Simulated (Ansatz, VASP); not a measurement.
# Two plane-wave programs on Ta4C3

```
CELL_PARAMETERS angstrom
-3.11780 0.00000 0.00000
-1.55890 -2.70009 0.00000
-2.72823 -1.57514 10.21859
ATOMIC_POSITIONS crystal
Ta 0.19924 0.19924 0.19003
Ta 0.75990 0.75990 0.94315
Ta 0.56898 0.56898 0.69902
Ta 0.37917 0.37917 0.45299
C 0.97361 0.97361 0.57681
C 0.94355 0.94355 0.05695
C 0.78778 0.78778 0.32396
```

Alike in both runs: task single point; functional r2SCAN; k mesh 14 × 14 × 4; occupations gaussian, width 0.15 eV; no spin polarisation.

|  | VASP | Ansatz |
| --- | --- | --- |
| version | VASP 6.6.1 | Ansatz 0.2.0 |
| potentials or method | VASP PAW PBE potentials, release 64 (Ta_pv, C), cutoff 520 eV | scalar-relativistic, plane waves, PAW |
| valence electrons in the cell | 56 | 64 |

VASP gave:

```
gap on the k mesh at the Fermi level (eV)                     : none
pressure (GPa)                                                : 8.3
traceless stress, the component that is largest in VASP (GPa) : -14.04
rms of the force components (eV/Å)                            : 2.482
```

Problem. Estimate Ansatz's values.

Solution. gap on the k mesh at the Fermi level (eV): none; pressure (GPa): 7.1; traceless stress, the component that is largest in VASP (GPa): -13.87; rms of the force components (eV/Å): 2.435.

VASP's potentials were made for PBE, not for r2SCAN. Atom by atom the forces differ by 0.050 eV/Å (rms over components). A gap of «none» marks a metal or a gap that the smearing closes. The functional is the same, so the differences come from potentials, cutoffs and numerics. VASP's potentials hold 56 valence electrons a cell and Ansatz's 64, so a difference there can come from the potentials and not from the codes.

Neither program's run includes spin-orbit coupling.
